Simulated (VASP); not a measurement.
Here is a VASP 6.6.1 calculation.

Contents of INCAR:

```
SYSTEM = NbH2
ALGO = Normal
EDIFF = 1E-6
ENCUT = 520
GGA = PS
ISIF = 2
ISMEAR = 0
LASPH = .True.
LCHARG = .True.
LELF = .True.
LREAL = .False.
LVHAR = .True.
LWAVE = .False.
NBANDS = 14
NELM = 80
PREC = Accurate
SIGMA = 0.15
```

File KPOINTS:

```
k-points
0
Gamma
  16 16 16
  0 0 0
```

POSCAR

```
NbH2
1.0
    0.0000000000      2.2785979376      2.2785979376
    2.2785979376      0.0000000000      2.2785979376
    2.2785979376      2.2785979376      0.0000000000
Nb H
1 2
Direct
    0.0000000000      0.0000000000      0.0000000000
    0.2500000000      0.2500000000      0.2500000000
    0.7500000000      0.7500000000      0.7500000000
```

Potentials or basis: VASP PAW PBE potentials, release 64 (Nb_sv, H).

Launch:

```sh
$ cat potpaw_PBE.64/Nb_sv/POTCAR potpaw_PBE.64/H/POTCAR > POTCAR
$ mpirun -np 1 vasp_std > vasp.out
```

Task: Predict the band gap on the k mesh.

Result: Zero (an odd number of electrons rules out a gap without spin polarisation).

Task: Predict the pressure.

Result: -5.1 GPa.

Caveat: the cell stands under tension; the PAW data sets were made with another functional, which shifts forces and pressure a little; an odd number of electrons without spin polarisation forces a metal; a magnetic or distorted state may lie lower.
